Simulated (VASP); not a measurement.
Here is a VASP 6.6.1 calculation.

File INCAR:

```
  PREC = Accurate
  ENCUT = 520
  EDIFF = 1E-6
  ISMEAR = 0
  SIGMA = 0.05
  LREAL = F
  LASPH = T
  NELM = 80
  ALGO = Normal
  ISIF = 2
  LWAVE = F
  LCHARG = F
  GGA = CA
  NBANDS = 12
```

Contents of KPOINTS:

```
regular mesh
0
Gamma
  8 8 8
```

File POSCAR:

```
CsH
1.0
    3.8184085400      0.0000000000      0.0000000000
    0.0000000000      3.8184085400      0.0000000000
    0.0000000000      0.0000000000      3.8756846681
Cs H
1 1
Direct
    0.0000000000      0.0000000000      0.0000000000
    0.5000000000      0.5000000000      0.5000000000
```

Potentials or basis: VASP PAW LDA potentials, release 64 (Cs_sv, H).

Run with:

```sh
$ cat potpaw_LDA.64/Cs_sv/POTCAR potpaw_LDA.64/H/POTCAR > POTCAR
$ mpirun -np 1 vasp_std > vasp.out
```

Problem. Estimate the pressure.

Solution. -2.0 GPa.

Problem. What does it give for the band gap on the k mesh?

Solution. 2.20 eV, indirect (least direct gap 2.38 eV).

Stress tensor (GPa, compression positive):
```
-1.84  0.00  0.00
 0.00 -1.84  0.00
 0.00  0.00 -2.38
```

Caveat: the cell differs from its parent crystal (strain +0.0150 x Voigt [0, 0, 1, 0, 0, 0]); spin-orbit coupling is left out, which moves the levels of the heavy elements. A k mesh can miss the band edges.
